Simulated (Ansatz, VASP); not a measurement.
## One calculation of YHSe, two programs

```
Y H Se
1.0
     3.84093    0.00000    0.00000
    -1.92047    3.32634    0.00000
     0.00000    0.00000    3.91555
Y H Se
1 1 1
Direct
  0.00000 0.00000 0.00000
  0.33333 0.66667 0.00000
  0.66667 0.33333 0.50000
```

Alike in both runs: task single point; functional LDA; k mesh 6 × 6 × 6; no spin polarisation.

|  | VASP | Ansatz |
| --- | --- | --- |
| version | VASP 6.6.1 | Ansatz 0.2.0 |
| potentials or method | VASP PAW LDA potentials, release 64 (Y_sv, H, Se) | plane waves, PAW |
| plane-wave cutoff (eV) | 520 | 420 |
| occupations | gaussian, width 0.01 eV | fixed |
| valence electrons in the cell | 18 | 28 |

|  | VASP | Ansatz | Ansatz less VASP |
| --- | --- | --- | --- |
| gap on the k mesh at the Fermi level (eV) | 1.36 | 1.37 | +0.004 |
| pressure (GPa) | -5.5 | -5.6 | -0.08 |
| traceless stress, the component that is largest in VASP (GPa) | -0.49 | -0.49 | 0.000 |

LDA's correlation is that of Perdew and Zunger in VASP and of Perdew and Wang (1992) in Ansatz. VASP's potentials hold 18 valence electrons a cell and Ansatz's 28, so a difference there can come from the potentials and not from the codes.
